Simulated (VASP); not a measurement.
# InP (F-43m) in VASP: settings compared

The runs below take InP through single point, with b88 exchange, pbe correlation.

Everything below comes from runs of VASP 6.6.1. Logs are shortened: lines on timing, memory, paths and dates and some standing lists are left out, and cuts for length are marked.

## 1. The cell of the first run

Symmetry: F-43m, No. 216, cubic system. The conventional cell has a = 5.741 Å, b = 5.741 Å, c = 5.741 Å, α = 90.00°, β = 90.00°, γ = 90.00°. Within 3.3 Å of In (site symmetry -43m) lie 4 P at 2.49 Å. P (site symmetry -43m) has 4 In at 2.49 Å within 3.3 Å.

## 2. Single point, b88 exchange, pbe correlation

File INCAR:

```
ALGO     = Normal         # electronic algorithm
EDIFF    = 1E-6           # SCF threshold, eV
ENCUT    = 500            # plane-wave cutoff, eV
GGA      = LIBXC          # functional
GGA_COMPAT= F            
ISIF     = 2              # what is computed and relaxed
ISMEAR   = -1             # smearing method
LASPH    = T              # aspherical terms in the spheres
LCHARG   = F              # write CHGCAR
LIBXC1   = GGA_X_B88    
LIBXC2   = GGA_C_PBE    
LREAL    = F              # projectors in reciprocal space
LWAVE    = F              # write WAVECAR
NBANDS   = 16             # bands
NELM     = 120            # most SCF steps
PREC     = Accurate       # precision mode
SIGMA    = 0.05           # smearing width, eV
```

File KPOINTS:

```
k-points
0
Gamma
  8 8 8
```

File POSCAR:

```
InP
1.0
    0.0000000000      2.8706770916      2.8706770916
    2.8706770916      0.0000000000      2.8706770916
    2.8706770916      2.8706770916      0.0000000000
In P
1 1
Direct
    0.0000000000      0.0000000000      0.0000000000
    0.7500000000      0.7500000000      0.7500000000
```

Potentials or basis: VASP PAW PBE potentials, release 64 (In_d, P).

Run with:

```console
$ cat potpaw_PBE.64/In_d/POTCAR potpaw_PBE.64/P/POTCAR > POTCAR
$ mpirun -np 1 vasp_std > vasp.out
```

OUTCAR:

```text
EDIFF = 1E-6
   ENCUT = 500
   GGA = LIBXC
   ISIF = 2
   ISMEAR = -1
   LASPH = T
   LREAL = F
   NELM = 120
   PREC = Accurate

 ion  position               nearest neighbor table
   1  0.000  0.000  0.000-   2 2.49   2 2.49   2 2.49   2 2.49
   2  0.750  0.750  0.750-   1 2.49   1 2.49   1 2.49   1 2.49

  LATTYP: Found a face centered cubic cell.
 ALAT       =     5.7413541832

  Lattice vectors:

 A1 = (   0.0000000000,   2.8706770916,   2.8706770916)
 A2 = (   2.8706770916,   0.0000000000,   2.8706770916)
 A3 = (   2.8706770916,   2.8706770916,   0.0000000000)

Analysis of symmetry for initial positions (statically):
=====================================================================
 Subroutine PRICEL returns:
 Original cell was already a primitive cell.

 Routine SETGRP: Setting up the symmetry group for a
 face centered cubic supercell.

 Subroutine GETGRP returns: Found 24 space group operations
 (whereof 24 operations were pure point group operations)
 out of a pool of 48 trial point group operations.

The static configuration has the point symmetry T_d .

Analysis of symmetry for dynamics (positions and initial velocities):
=====================================================================
 Subroutine PRICEL returns:
 Original cell was already a primitive cell.

 Routine SETGRP: Setting up the symmetry group for a
 face centered cubic supercell.

 Subroutine GETGRP returns: Found 24 space group operations
 (whereof 24 operations were pure point group operations)
 out of a pool of 48 trial point group operations.

The dynamic configuration has the point symmetry T_d .

 Subroutine INISYM returns: Found 24 space group operations
 (whereof 24 operations are pure point group operations),
 and found     1 'primitive' translations

----------------------------------------------------------------------------------------

                                     Primitive cell

  volume of cell :      47.3133

  direct lattice vectors                    reciprocal lattice vectors
     0.000000000  2.870677092  2.870677092    -0.174174936  0.174174936  0.174174936
     2.870677092  0.000000000  2.870677092     0.174174936 -0.174174936  0.174174936
     2.870677092  2.870677092  0.000000000     0.174174936  0.174174936 -0.174174936

  length of vectors
     4.059750476  4.059750476  4.059750476     0.301679839  0.301679839  0.301679839

  position of ions in fractional coordinates (direct lattice)
     0.000000000  0.000000000  0.000000000
     0.750000000  0.750000000  0.750000000

  ion indices of the primitive-cell ions
   primitive index   ion index
                 1           1
                 2           2

----------------------------------------------------------------------------------------

 KPOINTS: k-points

Automatic generation of k-mesh.
 Grid dimensions read from file:
 generate k-points for:    8    8    8

 Generating k-lattice:

  Cartesian coordinates                     Fractional coordinates (reciprocal lattice)
    -0.021771867  0.021771867  0.021771867     0.125000000  0.000000000  0.000000000
     0.021771867 -0.021771867  0.021771867     0.000000000  0.125000000  0.000000000
     0.021771867  0.021771867 -0.021771867     0.000000000  0.000000000  0.125000000

  Length of vectors
     0.037709980  0.037709980  0.037709980

  Shift w.r.t. Gamma in fractional coordinates (k-lattice)
     0.000000000  0.000000000  0.000000000

 Subroutine IBZKPT returns following result:
 ===========================================

 Found     29 irreducible k-points:

 Following reciprocal coordinates:
            Coordinates               Weight
  0.000000  0.000000  0.000000      1.000000
  0.125000  0.000000  0.000000      8.000000
  0.250000  0.000000  0.000000      8.000000
  0.375000  0.000000  0.000000      8.000000
  0.500000  0.000000  0.000000      4.000000
  0.125000  0.125000  0.000000      6.000000
[... 16 lines left out ...]
  0.500000  0.250000  0.125000     48.000000
 -0.375000  0.250000  0.125000     24.000000
 [... further k-points ...]
   k-points           NKPTS =     29   k-points in BZ     NKDIM =     29   number of bands    NBANDS=     16
   number of dos      NEDOS =    301   number of ions     NIONS =      2
   total plane-waves  NPLWV =  27000
   dimension x,y,z NGX =    30 NGY =   30 NGZ =   30
   dimension x,y,z NGXF=    60 NGYF=   60 NGZF=   60
   ions per type =               1   1
   NGX,Y,Z   is equivalent  to a cutoff of  12.28, 12.28, 12.28 a.u.
   NGXF,Y,Z  is equivalent  to a cutoff of  24.57, 24.57, 24.57 a.u.
 SYSTEM =  unknown system
   PREC   = accura    normal or accurate (medium, high low for compatibility)
   ISTART =      0    job   : 0-new  1-cont  2-samecut
   ICHARG =      2    charge: 1-file 2-atom 10-const
   ISPIN  =      1    spin polarized calculation?
   LNONCOLLINEAR =      F non collinear calculations
   LSORBIT =      F    spin-orbit coupling
   LASPH  =      T    aspherical Exc in radial PAW
   ENCUT  =  500.0 eV  36.75 Ry    6.06 a.u.   7.40  7.40  7.40*2*pi/ulx,y,z
   NELM   =    120;   NELMIN=  2; NELMDL= -5     # of ELM steps
   EDIFF  = 0.1E-05   stopping-criterion for ELM
   LREAL  =      F    real-space projection
   EDIFFG = 0.1E-04   stopping-criterion for IOM
   NSW    =      0    number of steps for IOM
   IBRION =     -1    ionic relax: 0-MD 1-quasi-New 2-CG
   NFREE  =      0    steps in history (QN), initial steepest desc. (CG)
   ISIF   =      2    stress and relaxation
   ISYM   =      2    0-nonsym 1-usesym 2-fastsym
   POTIM  = 0.5000    time-step for ionic-motion
   TEBEG  =    0.0;   TEEND  =   0.0 temperature during run
   PSTRESS=    0.0 pullay stress
   NELECT =      18.0000    total number of electrons
   NUPDOWN=      -1.0000    fix difference up-down
   EMIN   =  10.00;   EMAX   =-10.00  energy-range for DOS
   EFERMI =   0.00;   METHOD = LEGACY
   ISMEAR =    -1;   SIGMA  =   0.05  broadening in eV -4-tet -1-fermi 0-gaus
   EFERMI_NEDOS =   21; number of points for ismear=-14 and -15
   IALGO  =     38    algorithm
   IMIX   =      4    mixing-type and parameters
     AMIX     =   0.40;   BMIX     =  1.00
     AMIX_MAG =   1.60;   BMIX_MAG =  1.00
  volume/ion in A,a.u.               =      23.66       159.64
  Fermi-wavevector in a.u.,A,eV,Ry     =   1.186237  2.241662 19.145537  1.407157
  Thomas-Fermi vector in A             =   2.322414
   LORBIT       =      0    0 simple, 1 ext, 2 COOP (PROOUT), +10 PAW based schemes
   GGA     = LIBXC    functional components
   LHFCALC =     F    Hartree Fock is set to
   AEXX    =    0.0000 exact exchange contribution
   IVDW    =     0    specifies the selected vdW correction
   LEPSILON=     F    determine dielectric tensor
   LRPA    =     F    only Hartree local field effects (RPA)
 non-spin polarized calculation
  energy-cutoff  :      500.00
  volume of cell :       47.31
 maximum number of plane-waves:      1243
 NGX is ok and might be reduce to    30
   NGX = 15   NGY = 15   NGZ = 15

 number of electron      17.9999999 magnetization

 Free energy of the ion-electron system (eV)
  ---------------------------------------------------
  ext. energy  EPLUGINS =         0.00000000
  ---------------------------------------------------
  free energy    TOTEN  =        -8.03831291 eV

  energy without entropy =       -8.03831263  energy(sigma->0) =       -8.03831277

 E-fermi :   6.3961     XC(G=0):  -9.5955

 val. band max:        5.8530382515   @ k =   0.0000   0.0000   0.0000
 cond. band min:       6.8790642032   @ k =   0.0000   0.0000   0.0000
 fundamental gap:      1.0260259517
 Fermi energy:         6.3960605348

 k-point     1 :       0.0000    0.0000    0.0000
  band No.  band energies     occupation
      1      -8.4945      2.00000
      2      -8.4945      2.00000
      3      -8.4945      2.00000
      4      -8.3085      2.00000
      5      -8.3085      2.00000
      6      -6.1094      2.00000
[... 8 lines left out ...]
     15      15.4106      0.00000
     16      15.4106      0.00000

 k-point     2 :       0.1250    0.0000    0.0000
  band No.  band energies     occupation
      1      -8.5194      2.00000
      2      -8.4854      2.00000
      3      -8.4854      2.00000
      4      -8.3085      2.00000
      5      -8.3085      2.00000
      6      -5.9121      2.00000
[... 8 lines left out ...]
     15      14.7287      0.00000
     16      15.4877      0.00000

 k-point     3 :       0.2500    0.0000    0.0000
  band No.  band energies     occupation
      1      -8.5749      2.00000
      2      -8.4659      2.00000
      3      -8.4659      2.00000
      4      -8.3054      2.00000
      5      -8.3054      2.00000
      6      -5.3606      2.00000
[... 8 lines left out ...]
     15      14.5005      0.00000
     16      15.1174      0.00000

 k-point     4 :       0.3750    0.0000    0.0000
  band No.  band energies     occupation
      1      -8.6255      2.00000
      2      -8.4513      2.00000
      3      -8.4513      2.00000
      4      -8.2970      2.00000
      5      -8.2970      2.00000
      6      -4.6116      2.00000
[... 8 lines left out ...]
     15      15.4912      0.00000
     16      15.4912      0.00000
[... 324 lines left out ...]
 k-point    22 :       0.3750    0.2500    0.1250
  band No.  band energies     occupation
      1      -8.6206      2.00000
      2      -8.4423      2.00000
      3      -8.4344      2.00000
      4      -8.3284      2.00000
      5      -8.2899      2.00000
      6      -4.9042      2.00000
[... 8 lines left out ...]
     15      16.2194      0.00000
     16      17.8294      0.00000

 k-point    23 :       0.5000    0.2500    0.1250
  band No.  band energies     occupation
      1      -8.6497      2.00000
      2      -8.4358      2.00000
      3      -8.4166      2.00000
      4      -8.3236      2.00000
      5      -8.2895      2.00000
      6      -4.2148      2.00000
[... 8 lines left out ...]
     15      16.9803      0.00000
     16      17.4449      0.00000

 k-point    24 :      -0.3750    0.2500    0.1250
  band No.  band energies     occupation
      1      -8.6603      2.00000
      2      -8.4351      2.00000
      3      -8.4104      2.00000
      4      -8.3161      2.00000
      5      -8.2927      2.00000
      6      -3.8176      2.00000
[... 8 lines left out ...]
     15      16.7181      0.00000
     16      17.4336      0.00000

 [... further k-points ...]

------------------------ aborting loop because EDIFF is reached ----------------------------------------

  FORCE on cell =-STRESS in cart. coord.  units (eV):
  Direction    XX          YY          ZZ          XY          YZ          ZX
  --------------------------------------------------------------------------------------
  -------------------------------------------------------------------------------------
  Total        2.4896409      2.4896409      2.4896409     -0.0000000      0.0000000      0.0000000
  in kB       84.3071227     84.3071227     84.3071227     -0.0000000      0.0000000      0.0000000
  external PRESSURE =      84.3071227 kB  Pullay stress =       0.0000000 kB

 VOLUME and BASIS-vectors are now :
 -----------------------------------------------------------------------------
  energy-cutoff  :      500.00
  volume of cell :       47.31
      direct lattice vectors                 reciprocal lattice vectors
     0.000000000  2.870677092  2.870677092    -0.174174936  0.174174936  0.174174936
     2.870677092  0.000000000  2.870677092     0.174174936 -0.174174936  0.174174936
     2.870677092  2.870677092  0.000000000     0.174174936  0.174174936 -0.174174936

 POSITION                                       TOTAL-FORCE (eV/Angst)
 -----------------------------------------------------------------------------------
      0.00000      0.00000      0.00000         0.000000      0.000000      0.000000
      4.30602      4.30602      4.30602        -0.000000     -0.000000     -0.000000
 -----------------------------------------------------------------------------------
    total drift:                                0.000000      0.000000      0.000000

  FREE ENERGIE OF THE ION-ELECTRON SYSTEM (eV)
  ---------------------------------------------------
  free  energy   TOTEN  =        -8.0383129140 eV

  energy  without entropy=       -8.0383126282  energy(sigma->0) =       -8.03831277
```

Run time: 41 s. Hardware: 1 thread of AMD EPYC 7R43 (Zen 3), shared host; peak memory 0.14 GiB.

Results:

```yaml
Free_energy: -8.0383 eV
Pressure: 8.4 GPa
Band_gap_on_the_k_mesh: 1.03 eV
```

Caveat: the cell stands under pressure; the PAW data sets were made with another functional, which shifts forces and pressure a little; spin-orbit coupling is left out, which moves the levels of the heavy elements.

## 3. Single point, b88 exchange, pbe correlation

This run uses another cell than the first one, of 24.16 Å³/atom.

File INCAR:

```
PREC = Accurate ; ENCUT = 500
EDIFF = 1E-6 ; ISMEAR = -1
SIGMA = 0.05 ; LREAL = F
LASPH = T ; NELM = 120
ALGO = Normal ; ISIF = 2
LWAVE = F ; LCHARG = T
GGA = LIBXC ; LIBXC1 = GGA_X_B88
LIBXC2 = GGA_C_PBE ; LELF = T
LVHAR = T ; NBANDS = 16
GGA_COMPAT = F
```

File KPOINTS:

```
regular mesh
0
Gamma
  8 8 8
```

File POSCAR:

```
InP
1.0
    0.0000000000      2.8908937935      2.8908937935
    2.8908937935      0.0000000000      2.8908937935
    2.8908937935      2.8908937935      0.0000000000
In P
1 1
Direct
    0.0000000000      0.0000000000      0.0000000000
    0.7500000000      0.7500000000      0.7500000000
```

Potentials or basis: VASP PAW PBE potentials, release 64 (In_d, P).

Run with:

```console
$ cat potpaw_PBE.64/In_d/POTCAR potpaw_PBE.64/P/POTCAR > POTCAR
$ mpirun -np 1 vasp_std > vasp.out
```

OUTCAR:

```text
PREC = Accurate
   ENCUT = 500
   EDIFF = 1E-6
   ISMEAR = -1
   LREAL = F
   LASPH = T
   NELM = 120
   ISIF = 2
   GGA = LIBXC

 ion  position               nearest neighbor table
   1  0.000  0.000  0.000-   2 2.50   2 2.50   2 2.50   2 2.50
   2  0.750  0.750  0.750-   1 2.50   1 2.50   1 2.50   1 2.50

  LATTYP: Found a face centered cubic cell.
 ALAT       =     5.7817875870

  Lattice vectors:

 A1 = (   0.0000000000,   2.8908937935,   2.8908937935)
 A2 = (   2.8908937935,   0.0000000000,   2.8908937935)
 A3 = (   2.8908937935,   2.8908937935,   0.0000000000)

Analysis of symmetry for initial positions (statically):
=====================================================================
 Subroutine PRICEL returns:
 Original cell was already a primitive cell.

 Routine SETGRP: Setting up the symmetry group for a
 face centered cubic supercell.

 Subroutine GETGRP returns: Found 24 space group operations
 (whereof 24 operations were pure point group operations)
 out of a pool of 48 trial point group operations.

The static configuration has the point symmetry T_d .

Analysis of symmetry for dynamics (positions and initial velocities):
[... 161 lines left out ...]
 val. band max:        5.6078862525   @ k =   0.0000   0.0000   0.0000
 cond. band min:       6.5208501051   @ k =   0.0000   0.0000   0.0000
 fundamental gap:      0.9129638525
 Fermi energy:         6.0947709919

 k-point     1 :       0.0000    0.0000    0.0000
  band No.  band energies     occupation
      1      -8.6873      2.00000
      2      -8.6873      2.00000
      3      -8.6873      2.00000
      4      -8.5133      2.00000
      5      -8.5133      2.00000
      6      -6.1990      2.00000
[... 433 lines left out ...]
      3      -8.6088      2.00000
      4      -8.5201      2.00000
      5      -8.4985      2.00000
      6      -3.9951      2.00000
[... 8 lines left out ...]
     15      16.4231      0.00000
     16      17.1044      0.00000

 [... further k-points ...]

------------------------ aborting loop because EDIFF is reached ----------------------------------------

  FORCE on cell =-STRESS in cart. coord.  units (eV):
  Direction    XX          YY          ZZ          XY          YZ          ZX
  --------------------------------------------------------------------------------------
  -------------------------------------------------------------------------------------
  Total        1.9575934      1.9575934      1.9575934     -0.0000000     -0.0000000     -0.0000000
  in kB       64.9092616     64.9092616     64.9092616     -0.0000000     -0.0000000     -0.0000000
  external PRESSURE =      64.9092616 kB  Pullay stress =       0.0000000 kB

 VOLUME and BASIS-vectors are now :
 -----------------------------------------------------------------------------
  energy-cutoff  :      500.00
  volume of cell :       48.32
      direct lattice vectors                 reciprocal lattice vectors
     0.000000000  2.890893794  2.890893794    -0.172956890  0.172956890  0.172956890
     2.890893794  0.000000000  2.890893794     0.172956890 -0.172956890  0.172956890
     2.890893794  2.890893794  0.000000000     0.172956890  0.172956890 -0.172956890

 POSITION                                       TOTAL-FORCE (eV/Angst)
 -----------------------------------------------------------------------------------
      0.00000      0.00000      0.00000        -0.000000     -0.000000     -0.000000
      4.33634      4.33634      4.33634         0.000000      0.000000      0.000000
 -----------------------------------------------------------------------------------
    total drift:                                0.000000      0.000000      0.000000

  FREE ENERGIE OF THE ION-ELECTRON SYSTEM (eV)
  ---------------------------------------------------
  free  energy   TOTEN  =        -8.0853711361 eV

  energy  without entropy=       -8.0853703301  energy(sigma->0) =       -8.08537073
```

stdout:

```text
POSCAR found type information on POSCAR InP
 POSCAR found :  2 types and       2 ions
 scaLAPACK will be used
 -----------------------------------------------------------------------------
|                                                                             |
|                                                                             |
|     You enforced a specific xc type in the INCAR file but a different       |
|     I HOPE YOU KNOW WHAT YOU ARE DOING!                                     |
|                                                                             |
 -----------------------------------------------------------------------------

 LDA part: xc-table for (None,None), standard interpolation
 POSCAR, INCAR and KPOINTS ok, starting setup
 FFT: planning ... GRIDC
 FFT: planning ... GRID_SOFT
 FFT: planning ... GRID
 WAVECAR not read
 entering main loop
```

Wall time 40 s (1 thread of AMD EPYC 7R43 (Zen 3), shared host); peak memory 0.14 GiB.

Results:

* Free energy: -8.0854 eV
* Pressure: 6.5 GPa
* Band gap on the k mesh: 0.91 eV

Levels at points of the mesh, in eV from the valence-band top:
```csv
k point,band 5,band 6,band 7,band 8,band 9,band 10,band 11,band 12,band 13,band 14
"(0.00, 0.00, 0.00)",-14.12,-11.81,0.00,0.00,0.00,0.91,4.08,4.08,4.08,8.76
"(0.50, 0.00, 0.00)",-14.11,-9.94,-5.96,-1.03,-1.03,1.59,4.81,4.81,7.17,9.66
"(0.50, 0.50, 0.00)",-14.08,-9.24,-5.94,-2.46,-2.46,1.69,2.26,9.46,9.86,9.86
```

Caveat: the cell stands under pressure; the PAW data sets were made with another functional, which shifts forces and pressure a little; spin-orbit coupling is left out, which moves the levels of the heavy elements.

(Part 1 of 2 ends here.)
